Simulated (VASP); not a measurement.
Mg, 2 atoms in the cell. The typed cell holds 2 atoms: a = 3.209 Å, b = 3.209 Å, c = 5.210 Å, α = 90.00°, β = 90.00°, γ = 120.00°. 

```yaml
Program: VASP 6.6.1
Task: single point
Functional: PBEsol
Potentials_or_basis: VASP PAW PBE potentials, release 64 (Mg)
Cutoff: 520 eV
k_mesh: 7 × 7 × 4
Occupations: gaussian, width 0.025 eV
Spin: no spin polarisation
Dipole_correction: no
Further_INCAR_settings: ALGO = Fast; EDIFF = 1e-07; NBANDS = 9
```

Potentials or basis: VASP PAW PBE potentials, release 64 (Mg).

The run is started by

```bash
$ cat potpaw_PBE.64/Mg/POTCAR > POTCAR
$ mpirun -np 1 vasp_std > vasp.out
```

Hardware: 1 thread of Intel(R) Xeon(R) Platinum 8259CL CPU @ 2.50GHz (Skylake/Cascade Lake), with other jobs on the host.

Question: How long does it take, and how much memory?

Answer: It took 20 s on 1 thread of Intel(R) Xeon(R) Platinum 8259CL CPU @ 2.50GHz (Skylake/Cascade Lake), on a shared host, peak memory 0.17 GiB. Counts: scf iterations 11, k points 99.
